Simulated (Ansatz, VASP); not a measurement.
**Two plane-wave programs on Ta2Ru**

The input INCAR:

```
PREC = Accurate
ENCUT = 520
EDIFF = 1E-6
ISMEAR = 0
SIGMA = 0.1
LREAL = False
LASPH = True
NELM = 100
ALGO = Normal
ISIF = 2
LWAVE = False
LCHARG = False
GGA = PE
NBANDS = 45
```

The input KPOINTS:

```
Automatic mesh
0
Gamma
  4 4 4
```

POSCAR

```
Ta2Ru
1.0
    4.0964570699      0.0000000000      0.0000000000
    0.0000000000      4.0964570699      0.0000000000
    0.0000000000      0.0000000000      5.8973216126
Ta Ru
4 2
Direct
    0.0000000000      0.5000000000      0.2030000000
    0.0000000000      0.5000000000      0.7030000000
    0.5000000000      0.0000000000      0.2970000000
    0.5000000000      0.0000000000      0.7970000000
    0.0000000000      0.0000000000      0.0000000000
    0.5000000000      0.5000000000      0.5000000000
```

Input for Ansatz:

```yaml
crystal:
  lattice:
    - [4.0964570699, 0.0, 0.0]
    - [0.0, 4.0964570699, 0.0]
    - [0.0, 0.0, 5.8973216126]
  atoms:
    - { symbol: Ta, position: [0.0, 0.5, 0.203] }
    - { symbol: Ta, position: [0.0, 0.5, 0.703] }
    - { symbol: Ta, position: [0.5, 0.0, 0.297] }
    - { symbol: Ta, position: [0.5, 0.0, 0.797] }
    - { symbol: Ru, position: [0.0, 0.0, 0.0] }
    - { symbol: Ru, position: [0.5, 0.5, 0.5] }
basis:
  ecutwfc: 420
kpoints:
  mp_grid: { grid: [4, 4, 4] }
hamiltonian:
  xc: pbe
scf:
  occupations: { method: gaussian, width: 0.1 }
  lower_state_search: "off"
output:
  forces: true
  stress: true
  eigenvalues: true
```

Alike in both runs: task single point; functional PBE; k mesh 4 × 4 × 4; occupations gaussian, width 0.1 eV; no spin polarisation.

```csv
,VASP,Ansatz
version,VASP 6.6.1,Ansatz 0.2.0
potentials or method,"VASP PAW PBE potentials, release 64 (Ta_pv, Ru_pv), cutoff 520 eV","scalar-relativistic, plane waves, PAW"
valence electrons in the cell,72,84
```

Ansatz gave:

```
gap on the k mesh at the Fermi level (eV) : none
rms of the force components (eV/Å)        : 1.222
```

Problem. What did VASP give for the same quantities?

Solution. gap on the k mesh at the Fermi level (eV): none; rms of the force components (eV/Å): 1.242.

Atom by atom the forces differ by 0.020 eV/Å (rms over components). A gap of «none» marks a metal or a gap that the smearing closes. VASP's potentials hold 72 valence electrons a cell and Ansatz's 84, so a difference there can come from the potentials and not from the codes.

The k mesh is coarse, so the values compare programs but aren't converged. Spin-orbit coupling is off throughout.
